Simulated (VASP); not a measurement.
Wanted: the native input for a VASP 6.6.1 run.

```yaml
Task: relaxation of cell and atoms
Functional: PBE
Potentials_or_basis: VASP PAW PBE potentials, release 64 (Si, B, W_sv)
Cutoff: 600 eV
k_mesh: 6 × 6 × 6
Occupations: gaussian, width 0.1 eV
Spin: no spin polarisation
Dipole_correction: no
Further_INCAR_settings: ALGO = Normal; EDIFF = 1e-06; IBRION = 2; EDIFFG = -0.04; NSW = 90; ISIF = 3
```

The structure of Si4BW lies in POSCAR:

```
Si4BW
1.0
   -3.2955170407      3.2955170407      2.0753796776
    3.2955170407     -3.2955170407      2.0753796776
    3.2955170407      3.2955170407     -2.0753796776
Si B W
4 1 1
Direct
    0.0000000000      0.3058880245      0.3058880245
    0.0000000000      0.6941119755      0.6941119755
    0.3058880245      0.0000000000      0.3058880245
    0.6941119755      0.0000000000      0.6941119755
    0.0000000000      0.0000000000      0.0000000000
    0.5000000000      0.5000000000      0.0000000000
```

One way to write it, as run:

INCAR

```
SYSTEM = Si4BW
PREC = Accurate
ENCUT = 600
EDIFF = 1E-6
ISMEAR = 0
SIGMA = 0.1
LREAL = .False.
LASPH = .True.
NELM = 100
ALGO = Normal
ISIF = 3
LWAVE = .False.
LCHARG = .False.
GGA = PE
IBRION = 2
NSW = 90
EDIFFG = -0.04
```

KPOINTS

```
regular mesh
0
Gamma
  6 6 6
  0 0 0
```

Potentials or basis: VASP PAW PBE potentials, release 64 (Si, B, W_sv).

The run is started by

```sh
$ cat potpaw_PBE.64/Si/POTCAR potpaw_PBE.64/B/POTCAR potpaw_PBE.64/W_sv/POTCAR > POTCAR
$ mpirun -np 1 vasp_std > vasp.out
```

It gave:

```json
{
  "Relaxed volume": "14.54 Å³/atom",
  "Relaxed cell": "a = 5.015 Å, b = 5.015 Å, c = 5.015 Å, α = 100.15°, β = 100.15°, γ = 130.35°",
  "Space group after relaxing (to 0.05 Å)": "I4/mmm (No. 139)",
  "Energy gained by relaxing": "9.8 meV/atom",
  "Ionic steps": "19",
  "Pressure after relaxing": "0.0 GPa",
  "Largest force after relaxing": "0.037 eV/Å"
}
```

It took 18 min on 1 thread of Intel(R) Xeon(R) Platinum 8488C (Sapphire Rapids), on a shared host, peak memory 0.3 GiB.
